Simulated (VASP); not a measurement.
Crystal: Al.

```
Al
1.0
     2.81245    0.00000    0.00000
    -1.40623    2.43566    0.00000
     0.00000    0.00000    4.86685
Al
2
Direct
  0.66667 0.33333 0.75000
  0.33333 0.66667 0.25000
```

```yaml
Program: VASP 6.6.1
Task: relaxation of cell and atoms
Functional: BLYP
Dispersion: D3(BJ)
Potentials_or_basis: VASP PAW PBE potentials, release 64 (Al)
Cutoff: 600 eV
k_mesh: 13 × 13 × 7
Occupations: methfessel-paxton, width 0.1 eV
Spin: no spin polarisation
```

At the start: pressure -3.8 GPa; volume 16.67 Å³/atom.

Q: How do energy, volume and symmetry change on relaxing?

A: Over 5 steps the energy falls by 16.3 meV/atom and the volume is 15.64 Å³/atom (-6.2 %); space group P6_3/mmc (No. 194, to 0.05 Å).

Step by step:
| step | energy change (eV) | largest force (eV/Å) | pressure (GPa) | volume (Å³) |
| --- | --- | --- | --- | --- |
| 1 | 0.0000 | 0.0000 | -3.78 | 33.34 |
| 2 | -0.0252 | 0.0000 | -0.10 | 31.48 |
| 3 | -0.0253 | 0.0000 | 0.11 | 31.38 |
| 4 | -0.0276 | 0.0000 | 0.10 | 31.36 |
| 5 | -0.0325 | 0.0000 | 0.11 | 31.27 |

Final structure:
```xyz
2
Lattice="2.7922 0.0000 0.0000 -1.3961 2.4181 0.0000 0.0000 0.0000 4.6314" Properties=species:S:1:pos:R:3 pbc="T T T"
Al    1.3961    0.8060    3.4735
Al    0.0000    1.6121    1.1578
```

Caveat: the PAW data sets were made with another functional, which shifts forces and pressure a little; pairwise dispersion overbinds metals, which lowers pressure and volume.
